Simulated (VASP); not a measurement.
# Al (P6_3/mmc) in VASP: notebook

The runs below take Al through single point, with LDA.

Program: VASP 6.6.1. These are calculated values, not measurements. Logs are shortened: lines on timing, memory, paths and dates and some standing lists are left out, and cuts for length are marked.

**1. The cell of the first run**

The structure is hexagonal, space group P6_3/mmc (No. 194). Conventional cell: a = 2.802 Å, b = 2.802 Å, c = 4.874 Å, α = 90.00°, β = 90.00°, γ = 120.00°. Within 3.7 Å of Al (site symmetry -6m2) lie 12 Al at 2.80 to 2.93 Å.

This isn't the form of Al at room conditions, which is fcc.

**2. Single point, LDA**

File INCAR:

```
SYSTEM = Al
  PREC = Accurate
  ENCUT = 520
  EDIFF = 1E-6
  ISMEAR = 0
  SIGMA = 0.15
  LREAL = .False.
  LASPH = .True.
  NELM = 100
  ALGO = Fast
  ISIF = 2
  LWAVE = .False.
  LCHARG = .False.
  NBANDS = 10
```

File KPOINTS:

```
Automatic mesh
0
Gamma
  18 18 10
  0 0 0
```

File POSCAR:

```
Al
1.0
    2.8024648109      0.0000000000      0.0000000000
   -1.4012324054      2.4270057195      0.0000000000
    0.0000000000      0.0000000000      4.8737000000
Al
2
Direct
    0.6666666667      0.3333333333      0.7500000000
    0.3333333333      0.6666666667      0.2500000000
```

Potentials or basis: VASP PAW LDA potentials, release 64 (Al).

Launch:

```
cat potpaw_LDA.64/Al/POTCAR > POTCAR
mpirun -np 1 vasp_std > vasp.out
```

OUTCAR:

```text
SYSTEM = Al
   PREC = Accurate
   ENCUT = 520
   EDIFF = 1E-6
   ISMEAR = 0
   LREAL = .False.
   LASPH = .True.
   NELM = 100
   ISIF = 2

 ion  position               nearest neighbor table
   1  0.667  0.333  0.750-   2 2.93   2 2.93   2 2.93   2 2.93   2 2.93   2 2.93
   2  0.333  0.667  0.250-   1 2.93   1 2.93   1 2.93   1 2.93   1 2.93   1 2.93

  LATTYP: Found a hexagonal cell.
 ALAT       =     2.8024648109
 C/A-ratio  =     1.7390762521

  Lattice vectors:

 A1 = (   2.8024648109,   0.0000000000,   0.0000000000)
 A2 = (  -1.4012324054,   2.4270057195,   0.0000000000)
 A3 = (   0.0000000000,   0.0000000000,   4.8737000000)

Analysis of symmetry for initial positions (statically):
=====================================================================
 Subroutine PRICEL returns:
 Original cell was already a primitive cell.

 Routine SETGRP: Setting up the symmetry group for a
 hexagonal supercell.

 Subroutine GETGRP returns: Found 24 space group operations
 (whereof 12 operations were pure point group operations)
 out of a pool of 24 trial point group operations.

The static configuration has the point symmetry D_3d.
 The point group associated with its full space group is D_6h.

Analysis of symmetry for dynamics (positions and initial velocities):
=====================================================================
 Subroutine PRICEL returns:
 Original cell was already a primitive cell.

 Routine SETGRP: Setting up the symmetry group for a
 hexagonal supercell.

 Subroutine GETGRP returns: Found 24 space group operations
 (whereof 12 operations were pure point group operations)
 out of a pool of 24 trial point group operations.

The dynamic configuration has the point symmetry D_3d.
 The point group associated with its full space group is D_6h.

 Subroutine INISYM returns: Found 24 space group operations
 (whereof 12 operations are pure point group operations),
 and found     1 'primitive' translations

----------------------------------------------------------------------------------------

                                     Primitive cell

  volume of cell :      33.1489

  direct lattice vectors                    reciprocal lattice vectors
     2.802464811  0.000000000  0.000000000     0.356828745  0.206015172  0.000000000
    -1.401232405  2.427005719  0.000000000     0.000000000  0.412030343  0.000000000
     0.000000000  0.000000000  4.873700000     0.000000000  0.000000000  0.205182921

  length of vectors
     2.802464811  2.802464811  4.873700000     0.412030343  0.412030343  0.205182921

  position of ions in fractional coordinates (direct lattice)
     0.666666667  0.333333333  0.750000000
     0.333333333  0.666666667  0.250000000

  ion indices of the primitive-cell ions
   primitive index   ion index
                 1           1
                 2           2

----------------------------------------------------------------------------------------

 KPOINTS: Automatic mesh

Automatic generation of k-mesh.
 Grid dimensions read from file:
 generate k-points for:   18   18   10

 Generating k-lattice:

  Cartesian coordinates                     Fractional coordinates (reciprocal lattice)
     0.019823819  0.011445287  0.000000000     0.055555556  0.000000000  0.000000000
     0.000000000  0.022890575  0.000000000     0.000000000  0.055555556  0.000000000
     0.000000000  0.000000000  0.020518292     0.000000000  0.000000000  0.100000000

  Length of vectors
     0.022890575  0.022890575  0.020518292

  Shift w.r.t. Gamma in fractional coordinates (k-lattice)
     0.000000000  0.000000000  0.000000000

 Subroutine IBZKPT returns following result:
 ===========================================

 Found    222 irreducible k-points:

 Following reciprocal coordinates:
            Coordinates               Weight
  0.000000  0.000000  0.000000      1.000000
  0.055556  0.000000  0.000000      6.000000
  0.111111  0.000000  0.000000      6.000000
  0.166667  0.000000  0.000000      6.000000
  0.222222  0.000000  0.000000      6.000000
  0.277778  0.000000  0.000000      6.000000
[... 16 lines left out ...]
  0.333333  0.111111  0.000000     12.000000
  0.388889  0.111111  0.000000     12.000000
 [... further k-points ...]
   k-points           NKPTS =    222   k-points in BZ     NKDIM =    222   number of bands    NBANDS=     10
   number of dos      NEDOS =    301   number of ions     NIONS =      2
   total plane-waves  NPLWV =  20736
   dimension x,y,z NGX =    24 NGY =   24 NGZ =   36
   dimension x,y,z NGXF=    48 NGYF=   48 NGZF=   72
   ions per type =               2
   NGX,Y,Z   is equivalent  to a cutoff of  14.24, 14.24, 12.28 a.u.
   NGXF,Y,Z  is equivalent  to a cutoff of  28.47, 28.47, 24.56 a.u.
 SYSTEM =  Al
   PREC   = accura    normal or accurate (medium, high low for compatibility)
   ISTART =      0    job   : 0-new  1-cont  2-samecut
   ICHARG =      2    charge: 1-file 2-atom 10-const
   ISPIN  =      1    spin polarized calculation?
   LNONCOLLINEAR =      F non collinear calculations
   LSORBIT =      F    spin-orbit coupling
   LASPH  =      T    aspherical Exc in radial PAW
   ENCUT  =  520.0 eV  38.22 Ry    6.18 a.u.   5.21  5.21  9.06*2*pi/ulx,y,z
   NELM   =    100;   NELMIN=  2; NELMDL= -5     # of ELM steps
   EDIFF  = 0.1E-05   stopping-criterion for ELM
   LREAL  =      F    real-space projection
   EDIFFG = 0.1E-04   stopping-criterion for IOM
   NSW    =      0    number of steps for IOM
   IBRION =     -1    ionic relax: 0-MD 1-quasi-New 2-CG
   NFREE  =      0    steps in history (QN), initial steepest desc. (CG)
   ISIF   =      2    stress and relaxation
   ISYM   =      2    0-nonsym 1-usesym 2-fastsym
   POTIM  = 0.5000    time-step for ionic-motion
   TEBEG  =    0.0;   TEEND  =   0.0 temperature during run
   PSTRESS=    0.0 pullay stress
   NELECT =       6.0000    total number of electrons
   NUPDOWN=      -1.0000    fix difference up-down
   EMIN   =  10.00;   EMAX   =-10.00  energy-range for DOS
   EFERMI =   0.00;   METHOD = LEGACY
   ISMEAR =     0;   SIGMA  =   0.15  broadening in eV -4-tet -1-fermi 0-gaus
   EFERMI_NEDOS =   21; number of points for ismear=-14 and -15
   IALGO  =     68    algorithm
   IMIX   =      4    mixing-type and parameters
     AMIX     =   0.40;   BMIX     =  1.00
     AMIX_MAG =   1.60;   BMIX_MAG =  1.00
  volume/ion in A,a.u.               =      16.57       111.85
  Fermi-wavevector in a.u.,A,eV,Ry     =   0.926052  1.749984 11.667977  0.857572
  Thomas-Fermi vector in A             =   2.051973
   LORBIT       =      0    0 simple, 1 ext, 2 COOP (PROOUT), +10 PAW based schemes
   GGA     = CA    functional components
   LHFCALC =     F    Hartree Fock is set to
   AEXX    =    0.0000 exact exchange contribution
   IVDW    =     0    specifies the selected vdW correction
   LEPSILON=     F    determine dielectric tensor
   LRPA    =     F    only Hartree local field effects (RPA)
 non-spin polarized calculation
 RMM-DIIS sequential band-by-band and
 Gauss-broadening in eV      SIGMA  =   0.15
  energy-cutoff  :      520.00
  volume of cell :       33.15
 maximum number of plane-waves:       920
 NGX is ok and might be reduce to    24
   NGX = 11   NGY = 11   NGZ = 19

 number of electron       6.0000000 magnetization

 Free energy of the ion-electron system (eV)
  ---------------------------------------------------
  ext. energy  EPLUGINS =         0.00000000
  ---------------------------------------------------
  free energy    TOTEN  =        -8.30032508 eV

  energy without entropy =       -8.29137088  energy(sigma->0) =       -8.29584798

 E-fermi :   7.7201     XC(G=0): -10.3260

 val. band max:        7.7097844565   @ k =   0.3889   0.1111   0.0000
 cond. band min:       7.7329364711   @ k =   0.1667   0.0556   0.3000
 fundamental gap:      0.0231520146
 Fermi energy:         7.7201169851

 k-point     1 :       0.0000    0.0000    0.0000
  band No.  band energies     occupation
      1      -3.3301      2.00000
      2       2.5952      2.00000
      3       2.9151      2.00000
      4      18.8044      0.00000
      5      19.1802      0.00000
      6      19.1802      0.00000
      7      19.4432      0.00000
      8      19.4432      0.00000
      9      19.8659      0.00000
     10      22.5145      0.00000

 k-point     2 :       0.0556    0.0000    0.0000
  band No.  band energies     occupation
      1      -3.2527      2.00000
      2       2.6711      2.00000
      3       2.9873      2.00000
      4      17.4513      0.00000
      5      18.1890      0.00000
      6      18.7435      0.00000
      7      19.9062      0.00000
      8      19.9603      0.00000
      9      20.5598      0.00000
     10      22.3233      0.00000

 k-point     3 :       0.1111    0.0000    0.0000
  band No.  band energies     occupation
      1      -3.0209      2.00000
      2       2.8982      2.00000
      3       3.2037      2.00000
      4      15.3554      0.00000
      5      17.2089      0.00000
      6      18.2596      0.00000
      7      19.5647      0.00000
      8      19.9500      0.00000
      9      21.1346      0.00000
     10      21.4357      0.00000

 k-point     4 :       0.1667    0.0000    0.0000
  band No.  band energies     occupation
      1      -2.6354      2.00000
      2       3.2741      2.00000
      3       3.5645      2.00000
      4      13.2546      0.00000
      5      16.3589      0.00000
      6      17.4157      0.00000
      7      18.4444      0.00000
      8      18.9509      0.00000
      9      20.6367      0.00000
     10      20.7688      0.00000
[... 222 lines left out ...]
 k-point    22 :       0.2778    0.1111    0.0000
  band No.  band energies     occupation
      1      -0.3457      2.00000
      2       5.4045      2.00000
      3       5.7262      2.00000
      4       7.8134      0.37894
      5      11.4448      0.00000
      6      13.5295      0.00000
      7      13.5550      0.00000
      8      17.0361      0.00000
      9      17.6219      0.00000
     10      19.2426      0.00000

 k-point    23 :       0.3333    0.1111    0.0000
  band No.  band energies     occupation
      1       0.6340      2.00000
      2       5.6505      2.00000
      3       6.6568      2.00000
      4       6.8324      2.00000
      5      10.8490      0.00000
      6      11.9273      0.00000
      7      12.2429      0.00000
      8      16.7331      0.00000
      9      17.2389      0.00000
     10      18.9540      0.00000

 k-point    24 :       0.3889    0.1111    0.0000
  band No.  band energies     occupation
      1       1.7538      2.00000
      2       4.3757      2.00000
      3       7.6122      1.69125
      4       7.7098      1.07760
      5       9.9407      0.00000
      6      10.4511      0.00000
      7      11.5402      0.00000
      8      16.5490      0.00000
      9      17.0115      0.00000
     10      18.7735      0.00000

 [... further k-points ...]
[... 5 lines left out ...]
  --------------------------------------------------------------------------------------
  -------------------------------------------------------------------------------------
  Total       -0.3842598     -0.3842598     -0.7928108     -0.0000000     -0.0000000      0.0000000
  in kB      -18.5723048    -18.5723048    -38.3186665     -0.0000000     -0.0000000      0.0000000
  external PRESSURE =     -25.1544254 kB  Pullay stress =       0.0000000 kB

 VOLUME and BASIS-vectors are now :
 -----------------------------------------------------------------------------
  energy-cutoff  :      520.00
  volume of cell :       33.15
      direct lattice vectors                 reciprocal lattice vectors
     2.802464811  0.000000000  0.000000000     0.356828745  0.206015172  0.000000000
    -1.401232405  2.427005719  0.000000000     0.000000000  0.412030343  0.000000000
     0.000000000  0.000000000  4.873700000     0.000000000  0.000000000  0.205182921

 POSITION                                       TOTAL-FORCE (eV/Angst)
 -----------------------------------------------------------------------------------
      1.40123      0.80900      3.65528         0.000000      0.000000      0.000000
     -0.00000      1.61800      1.21843         0.000000     -0.000000      0.000000
 -----------------------------------------------------------------------------------
    total drift:                                0.000000     -0.000000     -0.000000

  FREE ENERGIE OF THE ION-ELECTRON SYSTEM (eV)
  ---------------------------------------------------
  free  energy   TOTEN  =        -8.3003250838 eV

  energy  without entropy=       -8.2913708820  energy(sigma->0) =       -8.29584798
```

Wall time 21 s (1 thread of AMD EPYC 9R45 (Zen 5), shared host); peak memory 0.14 GiB.

What came out:

```
Free energy            : -8.3003 eV
Pressure               : -2.5 GPa
Band gap on the k mesh : zero (bands 3 and 4 overlap by 6.73 eV)
```

**3. Single point, LDA**

This run uses another cell than the first one, of 16.61 Å³/atom.

File INCAR:

```
SYSTEM = Al
  PREC = Accurate
  ENCUT = 520
  EDIFF = 1E-6
  ISMEAR = 0
  SIGMA = 0.15
  LREAL = .FALSE.
  LASPH = .TRUE.
  NELM = 60
  ALGO = Fast
  ISIF = 2
  LWAVE = .FALSE.
  LCHARG = .FALSE.
  NBANDS = 10
```

File KPOINTS:

```
Automatic mesh
0
G
  18 18 10
  0 0 0
```

File POSCAR:

```
Al
1.0
    2.7534000000      0.0000000000      0.0000000000
   -1.3767000000      2.3845143468      0.0000000000
    0.0000000000      0.0000000000      5.0611000000
Al
2
Direct
    0.6666666667      0.3333333333      0.7500000000
    0.3333333333      0.6666666667      0.2500000000
```

Potentials or basis: VASP PAW LDA potentials, release 64 (Al).

Launch:

```
cat potpaw_LDA.64/Al/POTCAR > POTCAR
mpirun -np 1 vasp_std > vasp.out
```

Wall time 19 s (1 thread of AMD EPYC 9R45 (Zen 5), shared host); peak memory 0.14 GiB.

It converged, with:

| Property | Result |
| --- | --- |
| Free energy | -8.2667 eV |
| Pressure | -1.8 GPa |
| Band gap on the k mesh | zero (bands 3 and 4 overlap by 6.04 eV) |

Stress tensor (GPa, compression positive):
```
 0.28  0.00  0.00
 0.00  0.28  0.00
 0.00  0.00 -5.93
```

Levels at points of the mesh, in eV from the Fermi level:
| k point | band 1 | band 2 | band 3 | band 4 | band 5 | band 6 | band 7 | band 8 |
| --- | --- | --- | --- | --- | --- | --- | --- | --- |
| (0.00, 0.00, 0.00) | -11.02 | -5.74 | -4.99 | 10.01 | 10.48 | 12.38 | 12.38 | 12.43 |
| (0.50, 0.00, 0.00) | -4.70 | -4.69 | 0.14 | 0.73 | 0.95 | 1.52 | 6.99 | 8.36 |
| (0.00, 0.00, 0.50) | -9.59 | -9.59 | 1.43 | 1.43 | 13.18 | 13.18 | 13.18 | 13.18 |
| (0.50, 0.00, 0.50) | -3.67 | -3.67 | -2.90 | -2.90 | 7.09 | 7.09 | 7.18 | 7.18 |

(Continued in part 2 of 2.)
